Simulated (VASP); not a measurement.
Input of a VASP 6.6.1 run:

File INCAR:

```
PREC = Accurate ; ENCUT = 520
EDIFF = 1E-7 ; ISMEAR = -1
SIGMA = 0.1 ; LREAL = F
LASPH = T ; NELM = 80
ALGO = Normal ; ISIF = 2
LWAVE = F ; LCHARG = F
GGA = PS ; NBANDS = 13
```

The input KPOINTS:

```
Automatic mesh
0
Gamma
  8 8 8
```

POSCAR

```
Sn
1.0
   -1.7642746910      1.7719377419      2.1190915052
    1.7642746910     -1.7719377419      2.1190915052
    1.7642746910      1.7719377419     -2.1190915052
Sn
1
Direct
    0.0033238040     -0.0009931105     -0.0019548735
```

Potentials or basis: VASP PAW PBE potentials, release 64 (Sn_d).

Command:

```bash
$ cat potpaw_PBE.64/Sn_d/POTCAR > POTCAR
$ mpirun -np 1 vasp_std > vasp.out
```

Predict the pressure.

-0.7 GPa.

What does it give for the band gap on the k mesh?

Zero (band 7 reaches 16.05 eV, above the bottom of band 8 at 6.35 eV).

Stress tensor (GPa, compression positive):
```
-0.76  0.00  0.00
 0.00 -0.85  0.00
 0.00  0.00 -0.47
```

Caveat: the PAW data sets were made with another functional, which shifts forces and pressure a little; spin-orbit coupling is left out, which moves the levels of the heavy elements.
